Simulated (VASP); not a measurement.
**BaZrO3: relaxation of cell and atoms with BLYP+D3(BJ)**

Crystal: BaZrO3.

```
CELL_PARAMETERS angstrom
4.19134 0.00000 0.00000
0.00000 4.19134 0.00000
0.00000 0.00000 4.19134
ATOMIC_POSITIONS crystal
Ba 0.00000 0.00000 0.00000
Zr 0.50000 0.50000 0.50000
O 0.50000 0.50000 0.00000
O 0.50000 0.00000 0.50000
O 0.00000 0.50000 0.50000
```

```
Program                : VASP 6.6.1
Task                   : relaxation of cell and atoms
Functional             : BLYP
Dispersion             : D3(BJ)
Potentials or basis    : VASP PAW PBE potentials, release 64 (Ba_sv, Zr_sv, O)
Cutoff                 : 600 eV
k mesh                 : 6 × 6 × 6
Occupations            : fermi-dirac, width 0.05 eV
Spin                   : no spin polarisation
Dipole correction      : no
Further INCAR settings : ALGO = Normal; EDIFF = 1e-06; IBRION = 2; EDIFFG = -0.01; NSW = 60; ISIF = 3
```

* Relaxed volume: 15.08 Å³/atom
* Relaxed cell: a = 4.225 Å, b = 4.225 Å, c = 4.225 Å, α = 90.00°, β = 90.00°, γ = 90.00°
* Space group after relaxing (to 0.05 Å): Pm-3m (No. 221)
* Energy gained by relaxing: 4.1 meV/atom
* Ionic steps: 3
* Pressure after relaxing: 0.0 GPa
* Band gap on the k mesh: 3.22 eV, indirect (least direct gap 3.46 eV)
* Dispersion energy per atom: -0.563 eV

The path:
| step | energy change (eV) | largest force (eV/Å) | pressure (GPa) | volume (Å³) |
| --- | --- | --- | --- | --- |
| 1 | 0.0000 | 0.0000 | 3.77 | 73.63 |
| 2 | 0.0036 | 0.0000 | -3.78 | 77.39 |
| 3 | -0.0204 | 0.0000 | -0.02 | 75.40 |

Final structure:
```cif
data_structure
_symmetry_space_group_name_H-M 'P 1'
_symmetry_Int_Tables_number 1
_cell_length_a 4.2247
_cell_length_b 4.2247
_cell_length_c 4.2247
_cell_angle_alpha 90.000
_cell_angle_beta 90.000
_cell_angle_gamma 90.000
_cell_volume 75.40
loop_
_atom_site_label
_atom_site_type_symbol
_atom_site_fract_x
_atom_site_fract_y
_atom_site_fract_z
_atom_site_occupancy
Ba1 Ba 0.00000 0.00000 0.00000 1
Zr1 Zr 0.50000 0.50000 0.50000 1
O1 O 0.50000 0.50000 0.00000 1
O2 O 0.50000 0.00000 0.50000 1
O3 O 0.00000 0.50000 0.50000 1
```

Levels at points of the mesh, in eV from the valence-band top:
```tsv
k point	band 16	band 17	band 18	band 19	band 20	band 21	band 22	band 23	band 24
(0.00, 0.00, 0.00)	-0.93	-0.93	-0.25	-0.25	-0.25	3.22	3.22	3.22	4.77
(0.50, 0.00, 0.00)	-1.66	-1.66	-1.58	-0.48	-0.48	3.62	5.57	5.57	6.45
(0.50, 0.50, 0.00)	-2.28	-0.90	-0.90	-0.83	-0.07	5.54	5.54	6.34	6.47
(0.50, 0.50, 0.50)	-2.48	-2.48	0.00	0.00	0.00	6.02	6.02	6.02	6.78
```

It took 2.8 min on 1 thread of Intel(R) Xeon(R) Platinum 8259CL CPU @ 2.50GHz (Skylake/Cascade Lake) (shared host), peak memory 0.25 GiB.

Caveat: the PAW data sets were made with another functional, which shifts forces and pressure a little; spin-orbit coupling is left out, which moves the levels of the heavy elements. A k mesh can miss the band edges.
